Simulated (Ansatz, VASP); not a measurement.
## One calculation of GaN, two programs

Contents of POSCAR:

```
GaN
1.0
    0.0000000000      2.3098381227      2.1971630923
    2.3098381227      0.0000000000      2.1971630923
    2.3098381227      2.3098381227      0.0000000000
Ga N
1 1
Direct
    0.0000000000      0.0000000000      0.0000000000
    0.7500000000      0.7500000000      0.7500000000
```

The input INCAR.step1:

```
ALGO = Normal
EDIFF = 1E-4
ENCUT = 520
GGA = PE
ISMEAR = 0
LASPH = True
LCHARG = False
LREAL = False
LWAVE = True
NBANDS = 16
NELM = 60
PREC = Accurate
SIGMA = 0.05
```

File INCAR.step2:

```
ALGO = Normal
EDIFF = 1E-7
ENCUT = 520
ISIF = 2
ISMEAR = 0
ISTART = 1
LASPH = True
LCHARG = False
LMIXTAU = True
LREAL = False
LWAVE = False
METAGGA = R2SCAN
NBANDS = 16
NELM = 60
PREC = Accurate
SIGMA = 0.05
```

The input KPOINTS:

```
k-points
0
Gamma
  10 10 10
```

Input for Ansatz:

```yaml
crystal:
  lattice:
    - [0.0, 2.3098381227, 2.1971630923]
    - [2.3098381227, 0.0, 2.1971630923]
    - [2.3098381227, 2.3098381227, 0.0]
  atoms:
    - { symbol: Ga, position: [0.0, 0.0, 0.0] }
    - { symbol: "N", position: [0.75, 0.75, 0.75] }
basis:
  ecutwfc: 500
kpoints:
  mp_grid: { grid: [10, 10, 10] }
hamiltonian:
  xc: r2scan
scf:
  occupations: { method: gaussian, width: 0.05 }
output:
  forces: true
  stress: true
  eigenvalues: true
```

Change from the starting cell: strain +0.025 along x and y, -0.025 along z, atoms carried along.

Alike in both runs: task single point; functional r2SCAN; k mesh 10 × 10 × 10; occupations gaussian, width 0.05 eV; no spin polarisation.

```csv
,VASP,Ansatz
version,VASP 6.6.1,Ansatz 0.2.0
potentials or method,"VASP PAW PBE potentials, release 64 (Ga_d, N), cutoff 520 eV","scalar-relativistic, plane waves, PAW"
valence electrons in the cell,18,18
```

Ansatz gave:

```
gap on the k mesh at the Fermi level (eV)                     : 1.82
least direct gap on the mesh (eV)                             : 1.82
pressure (GPa)                                                : -5.7
traceless stress, the component that is largest in VASP (GPa) : 4.00
```

Question: Estimate VASP's values.

Answer: gap on the k mesh at the Fermi level (eV): 1.81; least direct gap on the mesh (eV): 1.81; pressure (GPa): -4.7; traceless stress, the component that is largest in VASP (GPa): 3.91.

VASP's potentials were made for PBE, not for r2SCAN. The functional is the same, so the differences come from potentials, cutoffs and numerics.
